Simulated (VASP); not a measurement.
Crystal: Re.

```xyz
2
Lattice="2.7600 0.0000 0.0000 -1.3800 2.3902 0.0000 0.0000 0.0000 4.4574" Properties=species:S:1:pos:R:3 pbc="T T T"
Re    0.0000    1.5935    3.3430
Re    1.3800    0.7967    1.1143
```

| Property | Result |
| --- | --- |
| Program | VASP 6.6.1 |
| Task | relaxation of cell and atoms |
| Functional | LDA |
| Potentials or basis | VASP PAW LDA potentials, release 64 (Re_sv_GW) |
| Cutoff | 500 eV |
| k mesh | 18 × 18 × 10 |
| Occupations | gaussian, width 0.05 eV |
| Spin | no spin polarisation |

At the start: pressure -10.9 GPa; volume 14.70 Å³/atom.

Problem. How do energy, volume and symmetry change on relaxing?

Solution. Over 9 steps the energy falls by 14.0 meV/atom and the volume is 14.30 Å³/atom (-2.7 %); space group P6_3/mmc (No. 194, to 0.1 Å) before and after.

The path:
| step | energy change (eV) | largest force (eV/Å) | pressure (GPa) | volume (Å³) |
| --- | --- | --- | --- | --- |
| 1 | 0.0000 | 0.0000 | -10.86 | 29.41 |
| 2 | 0.5601 | 0.0000 | 64.92 | 25.37 |
| 3 | -0.0280 | 0.0000 | -0.66 | 28.64 |
| 4 | -0.0281 | 0.0000 | -0.10 | 28.61 |
| 5 | -0.0281 | 0.0000 | 0.13 | 28.59 |
| 6 | -0.0280 | 0.0000 | -0.45 | 28.63 |
| 7 | -0.0281 | 0.0000 | -0.06 | 28.60 |
| 8 | -0.0281 | 0.0000 | 0.04 | 28.59 |
| 9 | -0.0281 | 0.0000 | 0.00 | 28.60 |

Final structure:
```
CELL_PARAMETERS angstrom
2.73534 0.00000 0.00000
-1.36767 2.36887 0.00000
0.00000 0.00000 4.41367
ATOMIC_POSITIONS crystal
Re 0.33333 0.66667 0.75000
Re 0.66667 0.33333 0.25000
```
